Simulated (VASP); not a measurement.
Here is a VASP 6.6.1 calculation.

INCAR

```
SYSTEM = Be3Se2O
PREC     = Accurate       ! precision mode
ENCUT    = 600            ! plane-wave cutoff, eV
EDIFF    = 1E-6           ! SCF threshold, eV
ISMEAR   = 0              ! smearing method
SIGMA    = 0.15           ! smearing width, eV
LREAL    = .FALSE.        ! projectors in reciprocal space
LASPH    = .TRUE.         ! aspherical terms in the spheres
NELM     = 120            ! most SCF steps
ALGO     = Normal         ! electronic algorithm
ISIF     = 2              ! what is computed and relaxed
LWAVE    = .FALSE.        ! write WAVECAR
LCHARG   = .TRUE.         ! write CHGCAR
GGA      = PE             ! functional
LELF     = .TRUE.         ! ELF
LVHAR    = .TRUE.       
NBANDS   = 21             ! bands
GGA_COMPAT= .FALSE.
```

KPOINTS

```
Automatic mesh
0
G
  3 3 3
  0 0 0
```

File POSCAR:

```
Be3Se2O
1.0
    5.4561508742      0.0000000030      0.0000000000
   -2.7280754397      4.7251652624      0.0000000000
    0.0000000000      0.0000000000      3.3393845569
Be Se O
3 2 1
Direct
    0.0000000000      0.5000000000      1.0278087075
    0.5000000000      0.0000000000      1.0278087075
    0.5000000000      0.5000000000      1.0278087075
    0.6666666667      0.3333333333      0.5286003549
    0.3333333333      0.6666666667      0.5286003549
    0.0000000000      0.0000000000      0.0293680777
```

Potentials or basis: VASP PAW PBE potentials, release 64 (Be, Se, O).

Run with:

```bash
$ cat potpaw_PBE.64/Be/POTCAR potpaw_PBE.64/Se/POTCAR potpaw_PBE.64/O/POTCAR > POTCAR
$ mpirun -np 1 vasp_std > vasp.out
```

Task: Predict the band gap on the k mesh.

Result: Zero (band 12 reaches 4.12 eV, above the bottom of band 13 at 3.84 eV).

Task: Estimate the pressure.

Result: 0.2 GPa.

Task: Predict the largest force.

Result: 0.008 eV/Å.

Forces on the atoms (eV/Å):
```
Be   0.000  0.000  0.005
Be   0.000  0.000  0.005
Be   0.000  0.000  0.005
Se   0.000  0.000 -0.003
Se   0.000  0.000 -0.003
O    0.000  0.000 -0.008
```

Caveat: the k points lie up to 0.63 Å⁻¹ apart.
